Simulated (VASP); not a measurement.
# CdSe (P1) in VASP: single point with r2SCAN

Aim: the single point of CdSe with r2SCAN.

All numbers are computed with VASP 6.6.1; they aren't measurements. Logs are shortened: lines on timing, memory, paths and dates and some standing lists are left out, and cuts for length are marked.

## (1) The cell of the first run

The typed cell holds 16 atoms: a = 8.039 Å, b = 8.039 Å, c = 6.659 Å, α = 90.00°, β = 90.00°, γ = 120.00°.

## (2) Single point, r2SCAN

File POSCAR:

```
CdSe
1.0
    8.0387008871      0.0000000000      0.0000000000
   -4.0193504435      6.9617191816      0.0000000000
    0.0000000000      0.0000000000      6.6587297887
Cd Se
8 8
Direct
   -0.0005578043      0.0012469621     -0.0052464961
   -0.0013360885      0.0000800090      0.4998626023
    0.0037973887      0.5011377088      0.0004257569
   -0.0040513400      0.4987948967      0.4990274580
    0.5034588402      0.0027243271      0.0012122432
    0.5004237411      0.0032726112      0.4978496057
    0.5005304837      0.4988104101      0.0021122647
    0.5043416866      0.5012563577      0.5012115082
    0.1635747328      0.3349561996      0.2513090414
    0.3312975376      0.1613737887      0.7492956102
    0.1648809298      0.8338878442      0.2488150222
    0.3351907984      0.6658721616      0.7521604208
    0.6675960432      0.3297370865      0.2505258590
    0.8315521594      0.1661728906      0.7515169047
    0.6638249137      0.8320204893      0.2534651583
    0.8326781025      0.6655548549      0.7479582680
```

File INCAR.step1:

```
SYSTEM = CdSe
PREC = Accurate
ENCUT = 520
ISMEAR = -1
SIGMA = 0.02
LREAL = Auto
LASPH = .TRUE.
NELM = 60
NBANDS = 86
GGA = PE
ALGO = Normal
EDIFF = 1E-4
LWAVE = .TRUE.
LCHARG = .FALSE.
```

File INCAR.step2:

```
SYSTEM = CdSe
PREC = Accurate
ENCUT = 520
EDIFF = 1E-6
ISMEAR = -1
SIGMA = 0.02
LREAL = Auto
LASPH = .TRUE.
NELM = 60
ALGO = Normal
ISIF = 2
LWAVE = .FALSE.
LCHARG = .FALSE.
METAGGA = R2SCAN
LMIXTAU = .TRUE.
NBANDS = 86
ISTART = 1
```

File KPOINTS:

```
regular mesh
0
G
  3 3 2
  0 0 0
```

Potentials or basis: VASP PAW PBE potentials, release 64 (Cd, Se).

Run with:

```console
$ cat potpaw_PBE.64/Cd/POTCAR potpaw_PBE.64/Se/POTCAR > POTCAR
$ cp INCAR.step1 INCAR
$ mpirun -np 1 vasp_std > vasp.out
$ cp INCAR.step2 INCAR
$ mpirun -np 1 vasp_std > vasp.out
```

OUTCAR:

```text
SYSTEM = CdSe
   PREC = Accurate
   ENCUT = 520
   EDIFF = 1E-6
   ISMEAR = -1
   LREAL = Auto
   LASPH = .TRUE.
   NELM = 60
   ISIF = 2
   METAGGA = R2SCAN
   ISTART = 1

 ion  position               nearest neighbor table
   1  0.999  0.001  0.995-  14 2.83  10 2.83  16 2.86  11 2.87   9 2.88  15 2.90   2 3.30   2 3.36

   2  0.999  0.000  0.500-  10 2.85  15 2.85  11 2.85  16 2.86   9 2.86  14 2.86   1 3.30   1 3.36

   3  0.004  0.501  0.000-   9 2.82  12 2.84  11 2.85  14 2.86  13 2.87  16 2.88   4 3.32   4 3.34

   4  0.996  0.499  0.499-  13 2.82  16 2.83   9 2.84  14 2.86  11 2.87  12 2.90   3 3.32   3 3.34

   5  0.503  0.003  0.001-  13 2.82  14 2.83  10 2.85  15 2.85  12 2.87  11 2.88   6 3.31   6 3.35

   6  0.500  0.003  0.498-  13 2.81  10 2.83  15 2.84  14 2.86  11 2.86  12 2.90   5 3.31   5 3.35

   7  0.501  0.499  0.002-  12 2.85  15 2.86  16 2.87  13 2.87   9 2.87  10 2.89   8 3.32   8 3.34

   8  0.504  0.501  0.501-  16 2.82  15 2.83  12 2.86  13 2.87  10 2.89   9 2.90   7 3.32   7 3.34

   9  0.164  0.335  0.251-   3 2.82   4 2.84   2 2.86   7 2.87   1 2.88   8 2.90
  10  0.331  0.161  0.749-   6 2.83   1 2.83   5 2.85   2 2.85   8 2.89   7 2.89
  11  0.165  0.834  0.249-   3 2.85   2 2.85   6 2.86   4 2.87   1 2.87   5 2.88
  12  0.335  0.666  0.752-   3 2.84   7 2.85   8 2.86   5 2.87   6 2.90   4 2.90
  13  0.668  0.330  0.251-   6 2.81   5 2.82   4 2.82   7 2.87   8 2.87   3 2.87
  14  0.832  0.166  0.752-   5 2.83   1 2.83   6 2.86   3 2.86   2 2.86   4 2.86
  15  0.664  0.832  0.253-   8 2.83   6 2.84   2 2.85   5 2.85   7 2.86   1 2.90
  16  0.833  0.666  0.748-   8 2.82   4 2.83   2 2.86   1 2.86   7 2.87   3 2.88

  LATTYP: Found a hexagonal cell.
 ALAT       =     8.0387008871
 C/A-ratio  =     0.8283340657

  Lattice vectors:

 A1 = (   8.0387008871,   0.0000000000,   0.0000000000)
 A2 = (  -4.0193504435,   6.9617191816,   0.0000000000)
 A3 = (   0.0000000000,   0.0000000000,   6.6587297887)

Analysis of symmetry for initial positions (statically):
=====================================================================
 Subroutine PRICEL returns:
 Original cell was already a primitive cell.

 Routine SETGRP: Setting up the symmetry group for a
 hexagonal supercell.

 Subroutine GETGRP returns: Found  1 space group operations
 (whereof  1 operations were pure point group operations)
 out of a pool of 24 trial point group operations.

The static configuration has the point symmetry C_1 .

Analysis of symmetry for dynamics (positions and initial velocities):
=====================================================================
 Subroutine PRICEL returns:
 Original cell was already a primitive cell.

 Routine SETGRP: Setting up the symmetry group for a
 hexagonal supercell.

 Subroutine GETGRP returns: Found  1 space group operations
 (whereof  1 operations were pure point group operations)
 out of a pool of 24 trial point group operations.

The dynamic configuration has the point symmetry C_1 .

 Subroutine INISYM returns: Found  1 space group operations
 (whereof  1 operations are pure point group operations),
 and found     1 'primitive' translations

----------------------------------------------------------------------------------------

                                     Primitive cell

  volume of cell :     372.6437

  direct lattice vectors                    reciprocal lattice vectors
     8.038700887  0.000000000  0.000000000     0.124398210  0.071821340  0.000000000
    -4.019350443  6.961719182  0.000000000     0.000000000  0.143642680  0.000000000
     0.000000000  0.000000000  6.658729789     0.000000000  0.000000000  0.150178793

  length of vectors
     8.038700887  8.038700887  6.658729789     0.143642680  0.143642680  0.150178793

  position of ions in fractional coordinates (direct lattice)
     0.999442196  0.001246962  0.994753504
     0.998663912  0.000080009  0.499862602
     0.003797389  0.501137709  0.000425757
     0.995948660  0.498794897  0.499027458
     0.503458840  0.002724327  0.001212243
     0.500423741  0.003272611  0.497849606
[... 8 lines left out ...]
     0.663824914  0.832020489  0.253465158
     0.832678102  0.665554855  0.747958268

  ion indices of the primitive-cell ions
   primitive index   ion index
                 1           1
                 2           2
                 3           3
                 4           4
                 5           5
                 6           6
[... 8 lines left out ...]
                15          15
                16          16

----------------------------------------------------------------------------------------

 KPOINTS: regular mesh

Automatic generation of k-mesh.
 Grid dimensions read from file:
 generate k-points for:    3    3    2

 Generating k-lattice:

  Cartesian coordinates                     Fractional coordinates (reciprocal lattice)
     0.041466070  0.023940447  0.000000000     0.333333333  0.000000000  0.000000000
     0.000000000  0.047880893  0.000000000     0.000000000  0.333333333  0.000000000
     0.000000000  0.000000000  0.075089396     0.000000000  0.000000000  0.500000000

  Length of vectors
     0.047880893  0.047880893  0.075089396

  Shift w.r.t. Gamma in fractional coordinates (k-lattice)
     0.000000000  0.000000000  0.000000000

 Subroutine IBZKPT returns following result:
 ===========================================

 Found     10 irreducible k-points:

 Following reciprocal coordinates:
            Coordinates               Weight
  0.000000  0.000000  0.000000      1.000000
  0.333333  0.000000  0.000000      2.000000
  0.000000  0.333333  0.000000      2.000000
 -0.333333  0.333333  0.000000      2.000000
  0.333333  0.333333  0.000000      2.000000
  0.000000  0.000000  0.500000      1.000000
  0.333333  0.000000  0.500000      2.000000
  0.000000  0.333333  0.500000      2.000000
 -0.333333  0.333333  0.500000      2.000000
  0.333333  0.333333  0.500000      2.000000
   k-points           NKPTS =     10   k-points in BZ     NKDIM =     10   number of bands    NBANDS=     86
   number of dos      NEDOS =    301   number of ions     NIONS =     16
   total plane-waves  NPLWV = 180000
   dimension x,y,z NGX =    60 NGY =   60 NGZ =   50
   dimension x,y,z NGXF=   120 NGYF=  120 NGZF=  100
   ions per type =               8   8
   NGX,Y,Z   is equivalent  to a cutoff of  12.41, 12.41, 12.48 a.u.
   NGXF,Y,Z  is equivalent  to a cutoff of  24.82, 24.82, 24.97 a.u.
 SYSTEM =  CdSe
   PREC   = accura    normal or accurate (medium, high low for compatibility)
   ISTART =      1    job   : 0-new  1-cont  2-samecut
   ICHARG =      0    charge: 1-file 2-atom 10-const
   ISPIN  =      1    spin polarized calculation?
   LNONCOLLINEAR =      F non collinear calculations
   LSORBIT =      F    spin-orbit coupling
   LASPH  =      T    aspherical Exc in radial PAW
   ENCUT  =  520.0 eV  38.22 Ry    6.18 a.u.  14.95 14.95 12.38*2*pi/ulx,y,z
   NELM   =     60;   NELMIN=  2; NELMDL=  0     # of ELM steps
   EDIFF  = 0.1E-05   stopping-criterion for ELM
   LREAL  =      T    real-space projection
   EDIFFG = 0.1E-04   stopping-criterion for IOM
   NSW    =      0    number of steps for IOM
   IBRION =     -1    ionic relax: 0-MD 1-quasi-New 2-CG
   NFREE  =      0    steps in history (QN), initial steepest desc. (CG)
   ISIF   =      2    stress and relaxation
   ISYM   =      2    0-nonsym 1-usesym 2-fastsym
   POTIM  = 0.5000    time-step for ionic-motion
   TEBEG  =    0.0;   TEEND  =   0.0 temperature during run
   PSTRESS=    0.0 pullay stress
   NELECT =     144.0000    total number of electrons
   NUPDOWN=      -1.0000    fix difference up-down
   EMIN   =  10.00;   EMAX   =-10.00  energy-range for DOS
   EFERMI =   0.00;   METHOD = LEGACY
   ISMEAR =    -1;   SIGMA  =   0.02  broadening in eV -4-tet -1-fermi 0-gaus
   EFERMI_NEDOS =   21; number of points for ismear=-14 and -15
   IALGO  =     38    algorithm
   IMIX   =      4    mixing-type and parameters
     AMIX     =   0.40;   BMIX     =  1.00
     AMIX_MAG =   1.60;   BMIX_MAG =  1.00
  volume/ion in A,a.u.               =      23.29       157.17
  Fermi-wavevector in a.u.,A,eV,Ry     =   1.192425  2.253357 19.345816  1.421877
  Thomas-Fermi vector in A             =   2.328463
   LORBIT       =      0    0 simple, 1 ext, 2 COOP (PROOUT), +10 PAW based schemes
   METAGGA = R2SCAN    functional components
   LHFCALC =     F    Hartree Fock is set to
   AEXX    =    0.0000 exact exchange contribution
   IVDW    =     0    specifies the selected vdW correction
   LEPSILON=     F    determine dielectric tensor
   LRPA    =     F    only Hartree local field effects (RPA)
 non-spin polarized calculation
  energy-cutoff  :      520.00
  volume of cell :      372.64
 maximum number of plane-waves:     10075
   NGX = 29   NGY = 29   NGZ = 25

 number of electron     144.0000008 magnetization

 Free energy of the ion-electron system (eV)
  ---------------------------------------------------
  ext. energy  EPLUGINS =         0.00000000
  ---------------------------------------------------
  free energy    TOTEN  =      -285.05721662 eV

  energy without entropy =     -285.05721620  energy(sigma->0) =     -285.05721641

 E-fermi :   2.4665     XC(G=0): -10.5789

 val. band max:        2.1920343096   @ k =   0.3333   0.0000   0.0000
 cond. band min:       2.7049127560   @ k =   0.0000   0.0000   0.0000
 fundamental gap:      0.5128784464
 Fermi energy:         2.4665304994

 k-point     1 :       0.0000    0.0000    0.0000
  band No.  band energies     occupation
      1     -11.2662      2.00000
      2     -10.4892      2.00000
      3     -10.4653      2.00000
      4     -10.4535      2.00000
      5     -10.3041      2.00000
      6     -10.2687      2.00000
[... 76 lines left out ...]
     83       6.0266      0.00000
     84       7.9987      0.00000

 k-point     2 :       0.3333    0.0000    0.0000
  band No.  band energies     occupation
      1     -11.0829      2.00000
      2     -10.6638      2.00000
      3     -10.4510      2.00000
      4     -10.4349      2.00000
      5     -10.3544      2.00000
      6     -10.3175      2.00000
[... 689 lines left out ...]
  band No.  band energies     occupation
      1     -10.6253      2.00000
      2     -10.5878      2.00000
      3     -10.5725      2.00000
      4     -10.5299      2.00000
      5     -10.5090      2.00000
      6     -10.4980      2.00000
[... 76 lines left out ...]
     83       8.3838      0.00000
     84       8.3919      0.00000
 [bands above 84 left out]

------------------------ aborting loop because EDIFF is reached ----------------------------------------

  FORCE on cell =-STRESS in cart. coord.  units (eV):
  Direction    XX          YY          ZZ          XY          YZ          ZX
  --------------------------------------------------------------------------------------
  -------------------------------------------------------------------------------------
  Total        0.8479561      0.8718418      0.8834585      0.0360700     -0.0099609     -0.0004417
  in kB        3.6457776      3.7484741      3.7984198      0.1550826     -0.0428267     -0.0018991
  external PRESSURE =       3.7308905 kB  Pullay stress =       0.0000000 kB

 VOLUME and BASIS-vectors are now :
 -----------------------------------------------------------------------------
  energy-cutoff  :      520.00
  volume of cell :      372.64
      direct lattice vectors                 reciprocal lattice vectors
     8.038700887  0.000000000  0.000000000     0.124398210  0.071821340  0.000000000
    -4.019350443  6.961719182  0.000000000     0.000000000  0.143642680  0.000000000
     0.000000000  0.000000000  6.658729789     0.000000000  0.000000000  0.150178793

 POSITION                                       TOTAL-FORCE (eV/Angst)
 -----------------------------------------------------------------------------------
      8.02920      0.00868      6.62379        -0.003189     -0.014899      0.171174
      8.02764      0.00056      3.32845        -0.003863      0.013290     -0.100129
     -1.98372      3.48878      0.00284         0.004008      0.050296     -0.071505
      6.00130      3.47247      3.32289         0.134727      0.095467      0.071190
      4.03620      0.01897      0.00807        -0.046588     -0.153041     -0.063816
      4.00960      0.02278      3.31505        -0.009561     -0.174389      0.078908
[... 8 lines left out ...]
      1.99211      5.79229      1.68776         0.125190      0.012806     -0.074971
      4.01855      4.63341      4.98045         0.011580     -0.046690      0.092655
 -----------------------------------------------------------------------------------
    total drift:                                0.003106      0.003445     -0.000719

  FREE ENERGIE OF THE ION-ELECTRON SYSTEM (eV)
  ---------------------------------------------------
  free  energy   TOTEN  =      -285.0572166212 eV

  energy  without entropy=     -285.0572162047  energy(sigma->0) =     -285.05721641
```

Wall time 9.7 min (1 thread of Intel Xeon 6975P-C (Granite Rapids), shared host); peak memory 0.55 GiB.

Results:

- Free energy: -285.0572 eV
- Pressure: 0.4 GPa
- Largest force: 0.221 eV/Å
- Band gap on the k mesh: 0.51 eV

Forces on the atoms (eV/Å):
```
Cd  -0.003 -0.015  0.171
Cd  -0.004  0.013 -0.100
Cd   0.004  0.050 -0.072
Cd   0.135  0.095  0.071
Cd  -0.047 -0.153 -0.064
Cd  -0.010 -0.174  0.079
Cd  -0.054 -0.008 -0.024
Cd  -0.136 -0.058  0.000
Se   0.191 -0.106  0.016
Se  -0.018  0.194  0.010
Se  -0.030  0.007 -0.011
Se  -0.048  0.009 -0.028
Se  -0.152  0.151 -0.055
Se   0.035  0.028 -0.013
Se   0.125  0.013 -0.075
Se   0.012 -0.047  0.093
```

Caveat: the k points lie up to 0.47 Å⁻¹ apart; the PAW data sets were made with another functional, which shifts forces and pressure a little. A k mesh can miss the band edges.
